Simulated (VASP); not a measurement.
Input of a VASP 6.6.1 run:

The input INCAR:

```
PREC = Accurate ; ENCUT = 520
EDIFF = 1E-6 ; ISMEAR = 0
SIGMA = 0.15 ; LREAL = F
LASPH = T ; NELM = 80
ALGO = Fast ; ISIF = 2
LWAVE = F ; LCHARG = F
GGA = PE ; NBANDS = 16
```

File KPOINTS:

```
regular mesh
0
Gamma
  14 14 14
```

File POSCAR:

```
Al2Cu
1.0
   -2.0446004822      2.0446004822      2.8914013846
    2.0446004822     -2.0446004822      2.8914013846
    2.0446004822      2.0446004822     -2.8914013846
Al Cu
2 1
Direct
    0.7448122042      0.2448122042      0.5000000000
    0.2551877958      0.7551877958      0.5000000000
    0.5000000000      0.5000000000      0.0000000000
```

Potentials or basis: VASP PAW PBE potentials, release 64 (Al, Cu).

Run with:

```console
$ cat potpaw_PBE.64/Al/POTCAR potpaw_PBE.64/Cu/POTCAR > POTCAR
$ mpirun -np 1 vasp_std > vasp.out
```

Task: Estimate the largest force.

Result: 0.223 eV/Å.

Task: Estimate the pressure.

Result: 0.3 GPa.

Task: Estimate the band gap on the k mesh.

Result: Zero (an odd number of electrons rules out a gap without spin polarisation).

Stress tensor (GPa, compression positive):
```
 1.19  0.00  0.00
 0.00 -0.70  0.00
 0.00  0.00  0.39
```

Caveat: the cell differs from its parent crystal (atoms displaced along a vibrational mode).
